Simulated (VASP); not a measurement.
# BaTiO3 (P4mm) in VASP: a series of runs, part 2 of 2

VASP 6.6.1.

## 4. Electric field gradients, PBE (equal xx and yy strain of -3 %)

File INCAR:

```
SYSTEM = BaTiO3
ALGO     = Normal         ! electronic algorithm
EDIFF    = 1E-8           ! SCF threshold, eV
ENCUT    = 520            ! plane-wave cutoff, eV
GGA      = PE             ! functional
ISIF     = 2              ! what is computed and relaxed
ISMEAR   = -1             ! smearing method
LASPH    = .True.         ! aspherical terms in the spheres
LCHARG   = .False.        ! write CHGCAR
LEFG     = .True.       
LREAL    = .False.        ! projectors in reciprocal space
LWAVE    = .False.        ! write WAVECAR
NBANDS   = 28             ! bands
NELM     = 100            ! most SCF steps
PREC     = Accurate       ! precision mode
SIGMA    = 0.08           ! smearing width, eV
```

File KPOINTS:

```
k-points
0
Gamma
  7 7 7
  0 0 0
```

File POSCAR:

```
BaTiO3
1.0
    3.8798060000      0.0000000000      0.0000000000
    0.0000000000      3.8798060000      0.0000000000
    0.0000000000      0.0000000000      4.0180000000
Ba Ti O
1 1 3
Direct
    0.0000000000      0.0000000000      0.0000000000
    0.5000000000      0.5000000000      0.4820000000
    0.5000000000      0.5000000000      0.0160000000
    0.5000000000      0.0000000000      0.5150000000
    0.0000000000      0.5000000000      0.5150000000
```

Potentials or basis: VASP PAW PBE potentials, release 64 (Ba_sv, Ti_sv, O).

The run is started by

```
$ cat potpaw_PBE.64/Ba_sv/POTCAR potpaw_PBE.64/Ti_sv/POTCAR potpaw_PBE.64/O/POTCAR > POTCAR
$ mpirun -np 1 vasp_std > vasp.out
```

OUTCAR:

```text
SYSTEM = BaTiO3
   EDIFF = 1E-8
   ENCUT = 520
   GGA = PE
   ISIF = 2
   ISMEAR = -1
   LASPH = .True.
   LREAL = .False.
   NELM = 100
   PREC = Accurate

 ion  position               nearest neighbor table
   1  0.000  0.000  0.000-   3 2.74   3 2.74   3 2.74   3 2.74   5 2.75   5 2.75   4 2.75   4 2.75
                             4 2.84   5 2.84   5 2.84   4 2.84   2 3.36   2 3.36   2 3.36   2 3.36
   2  0.500  0.500  0.482-   3 1.87   4 1.94   5 1.94   4 1.94   5 1.94   3 2.15   1 3.36   1 3.36
                             1 3.36   1 3.36   1 3.44   1 3.44   1 3.44   1 3.44
   3  0.500  0.500  0.016-   2 1.87   2 2.15   1 2.74   1 2.74   1 2.74   1 2.74
   4  0.500  0.000  0.515-   2 1.94   2 1.94   1 2.75   1 2.75   1 2.84   1 2.84
   5  0.000  0.500  0.515-   2 1.94   2 1.94   1 2.75   1 2.75   1 2.84   1 2.84

  LATTYP: Found a simple tetragonal cell.
 ALAT       =     3.8798060000
 C/A-ratio  =     1.0356187912

  Lattice vectors:

 A1 = (   3.8798060000,   0.0000000000,   0.0000000000)
 A2 = (   0.0000000000,   3.8798060000,   0.0000000000)
 A3 = (   0.0000000000,   0.0000000000,   4.0180000000)

Analysis of symmetry for initial positions (statically):
=====================================================================
 Subroutine PRICEL returns:
 Original cell was already a primitive cell.

 Routine SETGRP: Setting up the symmetry group for a
 simple tetragonal supercell.

 Subroutine GETGRP returns: Found  8 space group operations
 (whereof  8 operations were pure point group operations)
 out of a pool of 16 trial point group operations.

The static configuration has the point symmetry C_4v.

Analysis of symmetry for dynamics (positions and initial velocities):
=====================================================================
 Subroutine PRICEL returns:
 Original cell was already a primitive cell.

 Routine SETGRP: Setting up the symmetry group for a
 simple tetragonal supercell.

 Subroutine GETGRP returns: Found  8 space group operations
 (whereof  8 operations were pure point group operations)
 out of a pool of 16 trial point group operations.

The dynamic configuration has the point symmetry C_4v.

 Subroutine INISYM returns: Found  8 space group operations
 (whereof  8 operations are pure point group operations),
 and found     1 'primitive' translations

----------------------------------------------------------------------------------------

                                     Primitive cell

  volume of cell :      60.4825

  direct lattice vectors                    reciprocal lattice vectors
     3.879806000  0.000000000  0.000000000     0.257744846  0.000000000  0.000000000
     0.000000000  3.879806000  0.000000000     0.000000000  0.257744846  0.000000000
     0.000000000  0.000000000  4.018000000     0.000000000  0.000000000  0.248880040

  length of vectors
     3.879806000  3.879806000  4.018000000     0.257744846  0.257744846  0.248880040

  position of ions in fractional coordinates (direct lattice)
     0.000000000  0.000000000  0.000000000
     0.500000000  0.500000000  0.482000000
     0.500000000  0.500000000  0.016000000
[... 98 lines left out ...]
   EFERMI_NEDOS =   21; number of points for ismear=-14 and -15
   IALGO  =     38    algorithm
   IMIX   =      4    mixing-type and parameters
     AMIX     =   0.40;   BMIX     =  1.00
     AMIX_MAG =   1.60;   BMIX_MAG =  1.00
  volume/ion in A,a.u.               =      12.10        81.63
  Fermi-wavevector in a.u.,A,eV,Ry     =   1.426324  2.695361 27.679693  2.034400
  Thomas-Fermi vector in A             =   2.546613
   LORBIT       =      0    0 simple, 1 ext, 2 COOP (PROOUT), +10 PAW based schemes
   GGA     = PE    functional components
   LHFCALC =     F    Hartree Fock is set to
   AEXX    =    0.0000 exact exchange contribution
   IVDW    =     0    specifies the selected vdW correction
   LEPSILON=     F    determine dielectric tensor
   LRPA    =     F    only Hartree local field effects (RPA)
 non-spin polarized calculation
  energy-cutoff  :      520.00
  volume of cell :       60.48
 maximum number of plane-waves:      1646
 NGX is ok and might be reduce to    30
   NGX = 15   NGY = 15   NGZ = 15

 number of electron      40.0000007 magnetization

 Free energy of the ion-electron system (eV)
  ---------------------------------------------------
  ext. energy  EPLUGINS =         0.00000000
  ---------------------------------------------------
  free energy    TOTEN  =       -39.71747874 eV

  energy without entropy =      -39.71747822  energy(sigma->0) =      -39.71747848

 E-fermi :   5.3677     XC(G=0): -11.5650

 val. band max:        4.2812382670   @ k =   0.4286   0.4286   0.4286
 cond. band min:       6.2833434391   @ k =   0.0000   0.0000   0.0000
 fundamental gap:      2.0021051721
 Fermi energy:         5.3676868771

 k-point     1 :       0.0000    0.0000    0.0000
  band No.  band energies     occupation
      1     -51.9810      2.00000
      2     -28.2601      2.00000
      3     -28.2357      2.00000
      4     -28.2357      2.00000
      5     -20.4143      2.00000
      6     -12.7338      2.00000
[... 733 lines left out ...]
     27      13.0665      0.00000
     28      13.6093      0.00000

 [... further k-points ...]
[... 5 lines left out ...]
  --------------------------------------------------------------------------------------
  -------------------------------------------------------------------------------------
  Total        7.1565336      7.1565336      4.9907947      0.0000000      0.0000000      0.0000000
  in kB      189.5759944    189.5759944    132.2057470      0.0000000      0.0000000      0.0000000
  external PRESSURE =     170.4525786 kB  Pullay stress =       0.0000000 kB

 VOLUME and BASIS-vectors are now :
 -----------------------------------------------------------------------------
  energy-cutoff  :      520.00
  volume of cell :       60.48
      direct lattice vectors                 reciprocal lattice vectors
     3.879806000  0.000000000  0.000000000     0.257744846  0.000000000  0.000000000
     0.000000000  3.879806000  0.000000000     0.000000000  0.257744846  0.000000000
     0.000000000  0.000000000  4.018000000     0.000000000  0.000000000  0.248880040

 POSITION                                       TOTAL-FORCE (eV/Angst)
 -----------------------------------------------------------------------------------
      0.00000      0.00000      0.00000         0.000000     -0.000000     -0.063119
      1.93990      1.93990      1.93668         0.000000      0.000000      0.105474
      1.93990      1.93990      0.06429         0.000000     -0.000000      0.165857
      1.93990      0.00000      2.06927         0.000000      0.000000     -0.104106
      0.00000      1.93990      2.06927        -0.000000     -0.000000     -0.104106
 -----------------------------------------------------------------------------------
    total drift:                                0.000000      0.000000     -0.000355

  FREE ENERGIE OF THE ION-ELECTRON SYSTEM (eV)
  ---------------------------------------------------
  free  energy   TOTEN  =       -39.7174787420 eV

  energy  without entropy=      -39.7174782229  energy(sigma->0) =      -39.71747848

 Electric field gradients (V/A^2)
---------------------------------------------------------------------
 ion       V_xx      V_yy      V_zz      V_xy      V_xz      V_yz
---------------------------------------------------------------------
   1      -1.792    -1.792     3.584    -0.000    -0.000     0.000
   2     -12.602   -12.602    25.205    -0.000    -0.000     0.000
   3     -10.157   -10.157    20.314     0.000     0.000    -0.000
   4     -13.267    17.641    -4.374     0.000     0.000     0.000
   5      17.641   -13.267    -4.374     0.000    -0.000    -0.000
---------------------------------------------------------------------

 Electric field gradients after diagonalization (V/A^2)
 (convention: |V_zz| > |V_xx| > |V_yy|)
----------------------------------------------------------------------
 ion       V_xx      V_yy      V_zz     asymmetry (V_yy - V_xx)/ V_zz
----------------------------------------------------------------------
   1      -1.792    -1.792     3.584       0.000
   2     -12.602   -12.602    25.205       0.000
   3     -10.157   -10.157    20.314       0.000
   4     -13.267    -4.374    17.641       0.504
   5     -13.267    -4.374    17.641       0.504
----------------------------------------------------------------------

           NMR quadrupolar parameters

 Cq : quadrupolar parameter    Cq=e*Q*V_zz/h
 eta: asymmetry parameters     (V_yy - V_xx)/ V_zz
 Q  : nuclear electric quadrupole moment in mb (millibarn)
----------------------------------------------------------------------
 ion       Cq(MHz)       eta       Q (mb)
----------------------------------------------------------------------
   1       0.009       0.000       1.000
   2       0.061       0.000       1.000
   3       0.049       0.000       1.000
   4       0.043       0.504       1.000
   5       0.043       0.504       1.000
----------------------------------------------------------------------
```

Wall time 95 s (1 thread of AMD EPYC 7R43 (Zen 3), shared host); peak memory 0.18 GiB.

Results:

| Property | Result |
| --- | --- |
| Free energy | -39.7175 eV |
| Pressure | 17.0 GPa |
| Largest force | 0.166 eV/Å |
| Band gap on the k mesh | 2.00 eV, indirect (least direct gap 2.22 eV) |

Forces on the atoms (eV/Å):
```
Ba   0.000  0.000 -0.063
Ti   0.000  0.000  0.105
O    0.000  0.000  0.166
O    0.000  0.000 -0.104
O    0.000  0.000 -0.104
```

Stress tensor (GPa, compression positive):
```
18.96  0.00  0.00
 0.00 18.96  0.00
 0.00  0.00 13.22
```

Electric field gradients, principal values (V/Å²):
```
atom    least   middle  greatest (by size)
1 Ba   -1.792   -1.792               3.584
2 Ti  -12.602  -12.602              25.205
 3 O  -10.157  -10.157              20.314
 4 O   -4.374  -13.267              17.641
 5 O   -4.374  -13.267              17.641
```

Caveat: the cell differs from its parent crystal (equal xx and yy strain of -3 %); without QUAD_EFG the Cq values of the log hold for a quadrupole moment of 1 mb, not for the nuclei; spin-orbit coupling is left out, which moves the levels of the heavy elements. A k mesh can miss the band edges.

## 5. The runs side by side

| task | cell | k mesh for the DOS | occupations for the DOS | gap on the mesh (eV) | pressure (GPa) | largest force (eV/Å) |
| --- | --- | --- | --- | --- | --- | --- |
| electric field gradients | a = 4.000, b = 4.000, c = 4.018 Å, 5 atoms | - | - | 1.87 | 4.4 | 0.30 |
| density of states | a = 4.000, b = 4.000, c = 4.018 Å, 5 atoms | 11 × 11 × 11 | tetrahedron | - | - | - |
| electric field gradients | a = 3.880, b = 3.880, c = 4.018 Å, 5 atoms | - | - | 2.00 | 17.0 | 0.17 |

Alike in all rows: level PBE; potentials or basis VASP PAW PBE potentials, release 64 (Ba_sv, Ti_sv, O); no spin polarisation; k mesh 7 × 7 × 7; cutoff (eV) 520; smearing fermi-dirac 0.08 eV.

Caveats: spin-orbit coupling is left out, which moves the levels of the heavy elements.

Total energies depend on the potentials used, so only differences within one code and one set of settings carry meaning.
